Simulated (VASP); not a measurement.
# Bi in VASP: further runs

Runs on Bi. Level: LDA. Tasks: single point.

Program: VASP 6.6.1. These are calculated values, not measurements. Logs are shortened: lines on timing, memory, paths and dates and some standing lists are left out, and cuts for length are marked.

**1. The cell of the first run**

The cell holds a slab with vacuum, 2 atoms: a = 3.945 Å, b = 3.945 Å, c = 28.000 Å, α = 90.00°, β = 90.00°, γ = 120.00°.

**2. Single point, LDA**

File INCAR:

```
SYSTEM = Bi
PREC = Accurate
ENCUT = 520
EDIFF = 1E-7
ISMEAR = 0
SIGMA = 0.02
LREAL = .False.
LASPH = .True.
NELM = 100
ALGO = Normal
ISIF = 2
LWAVE = .False.
LCHARG = .False.
LDIPOL = .True.
IDIPOL = 3
DIPOL = 0.5 0.5 0.500
NBANDS = 22
```

File KPOINTS:

```
Automatic mesh
0
Gamma
  9 9 1
  0 0 0
```

File POSCAR:

```
Bi
1.0
    3.9450000000      0.0000000000      0.0000000000
   -1.9725000000      3.4164702179      0.0000000000
    0.0000000000      0.0000000000     28.0000000000
Bi
2
Direct
    0.3333333333      0.6666666667      0.5328214286
    0.6666666667      0.3333333333      0.4671785714
```

Potentials or basis: VASP PAW LDA potentials, release 64 (Bi_d).

Started as:

```bash
$ cat potpaw_LDA.64/Bi_d/POTCAR > POTCAR
$ mpirun -np 1 vasp_std > vasp.out
```

OUTCAR:

```text
SYSTEM = Bi
   PREC = Accurate
   ENCUT = 520
   EDIFF = 1E-7
   ISMEAR = 0
   LREAL = .False.
   LASPH = .True.
   NELM = 100
   ISIF = 2

 ion  position               nearest neighbor table
   1  0.333  0.667  0.533-   2 2.93   2 2.93   2 2.93
   2  0.667  0.333  0.467-   1 2.93   1 2.93   1 2.93

  LATTYP: Found a hexagonal cell.
 ALAT       =     3.9450000000
 C/A-ratio  =     7.0975918885

  Lattice vectors:

 A1 = (   3.9450000000,   0.0000000000,   0.0000000000)
 A2 = (  -1.9725000000,   3.4164702179,   0.0000000000)
 A3 = (   0.0000000000,   0.0000000000,  28.0000000000)

Analysis of symmetry for initial positions (statically):
=====================================================================
 Subroutine PRICEL returns:
 Original cell was already a primitive cell.

 Routine SETGRP: Setting up the symmetry group for a
 hexagonal supercell.

 Subroutine GETGRP returns: Found 12 space group operations
 (whereof 12 operations were pure point group operations)
 out of a pool of 24 trial point group operations.

The static configuration has the point symmetry D_3d.

Analysis of symmetry for dynamics (positions and initial velocities):
=====================================================================
 Subroutine PRICEL returns:
 Original cell was already a primitive cell.

 Routine SETGRP: Setting up the symmetry group for a
 hexagonal supercell.

 Subroutine GETGRP returns: Found 12 space group operations
 (whereof 12 operations were pure point group operations)
 out of a pool of 24 trial point group operations.

The dynamic configuration has the point symmetry D_3d.

 Subroutine INISYM returns: Found 12 space group operations
 (whereof 12 operations are pure point group operations),
 and found     1 'primitive' translations

----------------------------------------------------------------------------------------

                                     Primitive cell

  volume of cell :     377.3833

  direct lattice vectors                    reciprocal lattice vectors
     3.945000000  0.000000000  0.000000000     0.253485425  0.146349878  0.000000000
    -1.972500000  3.416470218  0.000000000     0.000000000  0.292699756  0.000000000
     0.000000000  0.000000000 28.000000000     0.000000000  0.000000000  0.035714286

  length of vectors
     3.945000000  3.945000000 28.000000000     0.292699756  0.292699756  0.035714286

  position of ions in fractional coordinates (direct lattice)
     0.333333333  0.666666667  0.532821429
     0.666666667  0.333333333  0.467178571

  ion indices of the primitive-cell ions
   primitive index   ion index
                 1           1
                 2           2

----------------------------------------------------------------------------------------

 KPOINTS: Automatic mesh

Automatic generation of k-mesh.
 Grid dimensions read from file:
 generate k-points for:    9    9    1

 Generating k-lattice:

  Cartesian coordinates                     Fractional coordinates (reciprocal lattice)
     0.028165047  0.016261098  0.000000000     0.111111111  0.000000000  0.000000000
     0.000000000  0.032522195  0.000000000     0.000000000  0.111111111  0.000000000
     0.000000000  0.000000000  0.035714286     0.000000000  0.000000000  1.000000000

  Length of vectors
     0.032522195  0.032522195  0.035714286

  Shift w.r.t. Gamma in fractional coordinates (k-lattice)
     0.000000000  0.000000000  0.000000000

 Subroutine IBZKPT returns following result:
 ===========================================

 Found     12 irreducible k-points:

 Following reciprocal coordinates:
            Coordinates               Weight
  0.000000  0.000000  0.000000      1.000000
  0.111111 -0.000000  0.000000      6.000000
  0.222222  0.000000  0.000000      6.000000
  0.333333  0.000000  0.000000      6.000000
  0.444444  0.000000  0.000000      6.000000
  0.111111  0.111111  0.000000      6.000000
  0.222222  0.111111  0.000000     12.000000
  0.333333  0.111111  0.000000     12.000000
  0.444444  0.111111  0.000000      6.000000
  0.222222  0.222222  0.000000      6.000000
  0.333333  0.222222  0.000000     12.000000
  0.333333  0.333333  0.000000      2.000000
   k-points           NKPTS =     12   k-points in BZ     NKDIM =     12   number of bands    NBANDS=     22
   number of dos      NEDOS =    301   number of ions     NIONS =      2
   total plane-waves  NPLWV = 189000
   dimension x,y,z NGX =    30 NGY =   30 NGZ =  210
   dimension x,y,z NGXF=    60 NGYF=   60 NGZF=  420
   ions per type =               2
   NGX,Y,Z   is equivalent  to a cutoff of  12.64, 12.64, 12.47 a.u.
   NGXF,Y,Z  is equivalent  to a cutoff of  25.28, 25.28, 24.94 a.u.
 SYSTEM =  Bi
   PREC   = accura    normal or accurate (medium, high low for compatibility)
   ISTART =      0    job   : 0-new  1-cont  2-samecut
   ICHARG =      2    charge: 1-file 2-atom 10-const
   ISPIN  =      1    spin polarized calculation?
   LNONCOLLINEAR =      F non collinear calculations
   LSORBIT =      F    spin-orbit coupling
   LASPH  =      T    aspherical Exc in radial PAW
   ENCUT  =  520.0 eV  38.22 Ry    6.18 a.u.   7.34  7.34 52.06*2*pi/ulx,y,z
   NELM   =    100;   NELMIN=  2; NELMDL= -5     # of ELM steps
   EDIFF  = 0.1E-06   stopping-criterion for ELM
   LREAL  =      F    real-space projection
   EDIFFG = 0.1E-05   stopping-criterion for IOM
   NSW    =      0    number of steps for IOM
   IBRION =     -1    ionic relax: 0-MD 1-quasi-New 2-CG
   NFREE  =      0    steps in history (QN), initial steepest desc. (CG)
   ISIF   =      2    stress and relaxation
   ISYM   =      2    0-nonsym 1-usesym 2-fastsym
   POTIM  = 0.5000    time-step for ionic-motion
   TEBEG  =    0.0;   TEEND  =   0.0 temperature during run
   PSTRESS=    0.0 pullay stress
   NELECT =      30.0000    total number of electrons
   NUPDOWN=      -1.0000    fix difference up-down
   EMIN   =  10.00;   EMAX   =-10.00  energy-range for DOS
   EFERMI =   0.00;   METHOD = LEGACY
   ISMEAR =     0;   SIGMA  =   0.02  broadening in eV -4-tet -1-fermi 0-gaus
   EFERMI_NEDOS =   21; number of points for ismear=-14 and -15
   IALGO  =     38    algorithm
   IMIX   =      4    mixing-type and parameters
     AMIX     =   0.40;   BMIX     =  1.00
     AMIX_MAG =   1.60;   BMIX_MAG =  1.00
  volume/ion in A,a.u.               =     188.69      1273.35
  Fermi-wavevector in a.u.,A,eV,Ry     =   0.703916  1.330209  6.741662  0.495498
  Thomas-Fermi vector in A             =   1.789017
   LORBIT       =      0    0 simple, 1 ext, 2 COOP (PROOUT), +10 PAW based schemes
   GGA     = CA    functional components
   LHFCALC =     F    Hartree Fock is set to
   AEXX    =    0.0000 exact exchange contribution
   IVDW    =     0    specifies the selected vdW correction
   LEPSILON=     F    determine dielectric tensor
   LRPA    =     F    only Hartree local field effects (RPA)
 non-spin polarized calculation
 Gauss-broadening in eV      SIGMA  =   0.02
  energy-cutoff  :      520.00
  volume of cell :      377.38
 maximum number of plane-waves:     10263
 NGX is ok and might be reduce to    30
   NGX = 15   NGY = 15   NGZ =105

 number of electron      30.0000008 magnetization

 dipolmoment           0.000000      0.000000     -0.000000 electrons x Angstroem

 Free energy of the ion-electron system (eV)
  ---------------------------------------------------
  ext. energy  EPLUGINS =         0.00000000
  ---------------------------------------------------
  free energy    TOTEN  =        -8.44362526 eV

  energy without entropy =       -8.44289265  energy(sigma->0) =       -8.44325896

 E-fermi :  -1.6917     XC(G=0):  -2.2381

 val. band max:       -1.6947741413   @ k =   0.3333   0.3333   0.0000
 cond. band min:      -1.6762144695   @ k =   0.3333   0.0000   0.0000
 fundamental gap:      0.0185596718
 Fermi energy:        -1.6916503597

 k-point     1 :       0.0000    0.0000    0.0000
  band No.  band energies     occupation
      1     -25.1188      2.00000
      2     -25.1188      2.00000
      3     -24.9487      2.00000
      4     -24.9345      2.00000
      5     -24.9345      2.00000
      6     -24.6979      2.00000
[... 14 lines left out ...]
     21       2.0679      0.00000
     22       2.3847      0.00000

 k-point     2 :       0.1111   -0.0000    0.0000
  band No.  band energies     occupation
      1     -25.1161      2.00000
      2     -25.1083      2.00000
      3     -24.9436      2.00000
      4     -24.9303      2.00000
      5     -24.9239      2.00000
      6     -24.7020      2.00000
[... 14 lines left out ...]
     21       2.2388      0.00000
     22       2.5836      0.00000

 k-point     3 :       0.2222    0.0000    0.0000
  band No.  band energies     occupation
      1     -25.1094      2.00000
      2     -25.0772      2.00000
      3     -24.9497      2.00000
      4     -24.8974      2.00000
      5     -24.8945      2.00000
      6     -24.7156      2.00000
[... 14 lines left out ...]
     21       2.7133      0.00000
     22       2.9692      0.00000

 k-point     4 :       0.3333    0.0000    0.0000
  band No.  band energies     occupation
      1     -25.1023      2.00000
      2     -25.0295      2.00000
      3     -24.9569      2.00000
      4     -24.8532      2.00000
      5     -24.8486      2.00000
      6     -24.7559      2.00000
[... 14 lines left out ...]
     21       3.3852      0.00000
     22       3.6694      0.00000

 k-point     5 :       0.4444    0.0000    0.0000
  band No.  band energies     occupation
      1     -25.0979      2.00000
      2     -24.9891      2.00000
      3     -24.9489      2.00000
      4     -24.8242      2.00000
      5     -24.8102      2.00000
      6     -24.7823      2.00000
[... 117 lines left out ...]
 k-point    10 :       0.2222    0.2222    0.0000
  band No.  band energies     occupation
      1     -25.1024      2.00000
      2     -24.9984      2.00000
      3     -24.9208      2.00000
      4     -24.8971      2.00000
      5     -24.7946      2.00000
      6     -24.7895      2.00000
[... 14 lines left out ...]
     21       3.9471      0.00000
     22       4.1973      0.00000

 k-point    11 :       0.3333    0.2222    0.0000
  band No.  band energies     occupation
      1     -25.1009      2.00000
      2     -24.9501      2.00000
      3     -24.9100      2.00000
      4     -24.8615      2.00000
      5     -24.8401      2.00000
      6     -24.7824      2.00000
[... 14 lines left out ...]
     21       4.5335      0.00000
     22       4.8843      0.00000

 k-point    12 :       0.3333    0.3333    0.0000
  band No.  band energies     occupation
      1     -25.1014      2.00000
      2     -24.8996      2.00000
      3     -24.8996      2.00000
      4     -24.8839      2.00000
      5     -24.8321      2.00000
      6     -24.8321      2.00000
[... 14 lines left out ...]
     21       4.8688      0.00000
     22       5.2308      0.00000

------------------------ aborting loop because EDIFF is reached ----------------------------------------

 vacuum level on the upper side and lower side of the slab       (xc-potential included)        -0.007        -0.007

  FORCE on cell =-STRESS in cart. coord.  units (eV):
  Direction    XX          YY          ZZ          XY          YZ          ZX
  --------------------------------------------------------------------------------------
  -------------------------------------------------------------------------------------
  Total        2.0345580      2.0345580      0.2872774      0.0000000      0.0000000      0.0000000
  in kB        8.6376972      8.6376972      1.2196334      0.0000000      0.0000000      0.0000000
  external PRESSURE =       6.1650093 kB  Pullay stress =       0.0000000 kB

 VOLUME and BASIS-vectors are now :
 -----------------------------------------------------------------------------
  energy-cutoff  :      520.00
  volume of cell :      377.38
      direct lattice vectors                 reciprocal lattice vectors
     3.945000000  0.000000000  0.000000000     0.253485425  0.146349878  0.000000000
    -1.972500000  3.416470218  0.000000000     0.000000000  0.292699756  0.000000000
     0.000000000  0.000000000 28.000000000     0.000000000  0.000000000  0.035714286

 POSITION                                       TOTAL-FORCE (eV/Angst)
 -----------------------------------------------------------------------------------
     -0.00000      2.27765     14.91900         0.000000      0.000000      0.175309
      1.97250      1.13882     13.08100        -0.000000     -0.000000     -0.175309
 -----------------------------------------------------------------------------------
    total drift:                                0.000000      0.000000     -0.000000

  FREE ENERGIE OF THE ION-ELECTRON SYSTEM (eV)
  ---------------------------------------------------
  free  energy   TOTEN  =        -8.4436252583 eV

  energy  without entropy=       -8.4428926519  energy(sigma->0) =       -8.44325896

 vacuum level on the upper side and lower side of the slab         1.923         1.923
```

Wall time 94 s (1 thread of Intel Xeon 6975P-C (Granite Rapids), shared host); peak memory 0.36 GiB.

What came out:

```
Free energy            : -8.4436 eV
Largest force          : 0.175 eV/Å
Band gap on the k mesh : zero (bands 15 and 16 overlap by 0.23 eV)
```

Forces on the atoms (eV/Å):
```
Bi   0.000  0.000  0.175
Bi   0.000  0.000 -0.175
```

Levels at points of the mesh, in eV from the Fermi level:
| k point | band 13 | band 14 | band 15 | band 16 | band 17 | band 18 |
| --- | --- | --- | --- | --- | --- | --- |
| (0.00, 0.00, 0.00) | -2.32 | 0.23 | 0.23 | 0.73 | 2.72 | 2.72 |

Caveat: spin-orbit coupling is left out, which moves the levels of the heavy elements.

**3. Single point, LDA**

File INCAR:

```
  ALGO = Normal
  DIPOL = 0.5 0.5 0.500
  EDIFF = 1E-6
  ENCUT = 520
  GGA = CA
  IDIPOL = 3
  ISIF = 2
  ISMEAR = 0
  LASPH = T
  LCHARG = F
  LDIPOL = T
  LREAL = F
  LWAVE = F
  NBANDS = 22
  NELM = 60
  PREC = Accurate
  SIGMA = 0.02
```

File KPOINTS:

```
k-points
0
Gamma
  9 9 1
```

File POSCAR:

```
Bi
1.0
    3.9450000000      0.0000000000      0.0000000000
   -1.9725000000      3.4164702179      0.0000000000
    0.0000000000      0.0000000000     28.0000000000
Bi
2
Direct
    0.3333333333      0.6666666667      0.5459464286
    0.6666666667      0.3333333333      0.4540535714
```

Potentials or basis: VASP PAW LDA potentials, release 64 (Bi_d).

Started as:

```bash
$ cat potpaw_LDA.64/Bi_d/POTCAR > POTCAR
$ mpirun -np 1 vasp_std > vasp.out
```

Run time: 87 s. Hardware: 1 thread of Intel Xeon 6975P-C (Granite Rapids), shared host; peak memory 0.36 GiB.

It converged, with:

```yaml
Free_energy: -7.6007 eV
Largest_force: 1.221 eV/Å
Band_gap_on_the_k_mesh: zero (bands 15 and 16 overlap by 2.44 eV)
```

Forces in eV/Å, atoms in the order of the input:
```
Bi   0.000  0.000 -1.221
Bi   0.000  0.000  1.221
```

Levels at points of the mesh, in eV from the Fermi level:
```
           k point  band 13  band 14  band 15  band 16  band 17  band 18
(0.00, 0.00, 0.00)    -2.61     0.74     1.76     1.76     2.92     2.92
```

Caveat: spin-orbit coupling is left out, which moves the levels of the heavy elements.

**4. Single point, LDA**

This run uses another cell than the first one.

File INCAR:

```
SYSTEM = Bi
PREC = Accurate ; ENCUT = 520
EDIFF = 1E-6 ; ISMEAR = 0
SIGMA = 0.02 ; LREAL = .FALSE.
LASPH = .TRUE. ; NELM = 100
ALGO = Normal ; ISIF = 2
LWAVE = .FALSE. ; LCHARG = .FALSE.
LDIPOL = .TRUE. ; IDIPOL = 3
DIPOL = 0.5 0.5 0.500 ; GGA = CA
NBANDS = 22
```

File KPOINTS:

```
Automatic mesh
0
G
  9 9 1
  0 0 0
```

File POSCAR:

```
Bi
1.0
    4.0130000000      0.0000000000      0.0000000000
   -2.0065000000      3.4753599454      0.0000000000
    0.0000000000      0.0000000000     28.0000000000
Bi
2
Direct
    0.3333333333      0.6666666667      0.5131250000
    0.6666666667      0.3333333333      0.4868750000
```

Started as:

```bash
$ cat potpaw_LDA.64/Bi_d/POTCAR > POTCAR
$ mpirun -np 1 vasp_std > vasp.out
```

Wall time 87 s (1 thread of Intel Xeon 6975P-C (Granite Rapids), shared host); peak memory 0.36 GiB.

It converged, with:

| Quantity | Value |
| --- | --- |
| Free energy | -2.6850 eV |
| Largest force | 8.347 eV/Å |
| Band gap on the k mesh | zero (bands 15 and 16 overlap by 0.93 eV) |

Forces on the atoms (eV/Å):
```
Bi   0.000  0.000  8.347
Bi   0.000  0.000 -8.347
```

Levels at points of the mesh, in eV from the Fermi level:
```tsv
k point	band 12	band 13	band 14	band 15	band 16	band 17	band 18	band 19
(0.00, 0.00, 0.00)	-6.99	-2.49	-2.49	-2.19	0.48	2.24	2.24	3.24
```

Caveat: spin-orbit coupling is left out, which moves the levels of the heavy elements.

**5. Single point, LDA**

This run uses another cell than the first one.

File INCAR:

```
SYSTEM = Bi
ALGO = Normal
DIPOL = 0.5 0.5 0.500
EDIFF = 1E-7
ENCUT = 520
GGA = CA
IDIPOL = 3
ISIF = 2
ISMEAR = 0
LASPH = .TRUE.
LCHARG = .FALSE.
LDIPOL = .TRUE.
LREAL = .FALSE.
LWAVE = .FALSE.
NBANDS = 22
NELM = 60
PREC = Accurate
SIGMA = 0.02
```

File KPOINTS:

```
k-points
0
G
  9 9 1
  0 0 0
```

File POSCAR:

```
Bi
1.0
    4.0130000000      0.0000000000      0.0000000000
   -2.0065000000      3.4753599454      0.0000000000
    0.0000000000      0.0000000000     28.0000000000
Bi
2
Direct
    0.3333333333      0.6666666667      0.5262500000
    0.6666666667      0.3333333333      0.4737500000
```

Started as:

```bash
$ cat potpaw_LDA.64/Bi_d/POTCAR > POTCAR
$ mpirun -np 1 vasp_std > vasp.out
```

It took 76 s on 1 thread of Intel Xeon 6975P-C (Granite Rapids), shared host; peak memory 0.36 GiB.

It converged, with:

```yaml
Free_energy: -7.9049 eV
Largest_force: 3.745 eV/Å
Band_gap_on_the_k_mesh: 0.82 eV
```

Forces on the atoms (eV/Å):
```
Bi   0.000  0.000  3.745
Bi   0.000  0.000 -3.745
```

Levels at points of the mesh, in eV from the valence-band top:
```tsv
k point	band 13	band 14	band 15	band 16	band 17	band 18
(0.00, 0.00, 0.00)	-0.55	0.00	0.00	0.82	3.24	3.24
```

Caveat: spin-orbit coupling is left out, which moves the levels of the heavy elements.

**6. The runs side by side**

```tsv
cell	gap on the mesh (eV)	largest force (eV/Å)
a = 3.945, b = 3.945, c = 28.000 Å, angles 90.0, 90.0, 120.0°, 2 atoms, atomic positions A	none	0.18
a = 3.945, b = 3.945, c = 28.000 Å, angles 90.0, 90.0, 120.0°, 2 atoms, atomic positions B	none	1.22
a = 4.013, b = 4.013, c = 28.000 Å, angles 90.0, 90.0, 120.0°, 2 atoms, atomic positions C	none	8.35
a = 4.013, b = 4.013, c = 28.000 Å, angles 90.0, 90.0, 120.0°, 2 atoms, atomic positions D	0.82	3.75
```

Alike in all rows: task single point; level LDA; potentials or basis VASP PAW LDA potentials, release 64 (Bi_d); no spin polarisation; k mesh 9 × 9 × 1; cutoff (eV) 520; smearing gaussian 0.02 eV.

Caveats: spin-orbit coupling is left out, which moves the levels of the heavy elements.

Total energies depend on the potentials used, so only differences within one code and one set of settings carry meaning.

The gap in the log of VASP goes by the Fermi energy; the results here count the filled bands.